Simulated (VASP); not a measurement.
Here is a VASP 6.6.1 calculation.

The input INCAR:

```
  PREC = Accurate
  ENCUT = 520
  EDIFF = 1E-6
  ISMEAR = 0
  SIGMA = 0.05
  LREAL = False
  LASPH = True
  NELM = 150
  ALGO = Normal
  ISIF = 2
  LWAVE = False
  LCHARG = False
  ISPIN = 2
  MAGMOM = 7.51 7.51 0 0
  LORBIT = 11
  LMAXMIX = 6
  GGA = PE
  NBANDS = 35
```

The input KPOINTS:

```
Automatic mesh
0
Gamma
  10 10 8
```

Contents of POSCAR:

```
GdN
1.0
    4.0791729560      0.0000000000      0.0000000000
   -2.0395864780      3.5326674063      0.0000000000
    0.0000000000      0.0000000000      5.3766902673
Gd N
2 2
Direct
    0.6666666667      0.3333333333      0.0336231554
    0.3333333333      0.6666666667      0.5336231554
    0.6666666667      0.3333333333      0.5915768446
    0.3333333333      0.6666666667      0.0915768446
```

Potentials or basis: VASP PAW PBE potentials, release 64 (Gd, N).

Command:

```sh
$ cat potpaw_PBE.64/Gd/POTCAR potpaw_PBE.64/N/POTCAR > POTCAR
$ mpirun -np 1 vasp_std > vasp.out
```

What does it give for the net moment?

14.00 μB per cell.

Estimate the pressure.

-5.7 GPa.

Estimate the site moments.

Gd +6.80; N -0.06 μB.

Forces in eV/Å, atoms in the order of the input:
```
Gd   0.000  0.000  0.005
Gd   0.000  0.000  0.005
N    0.000  0.000 -0.005
N    0.000  0.000 -0.005
```

Caveat: the cell stands under tension. The state reached can hang on the start; a lower one may exist.
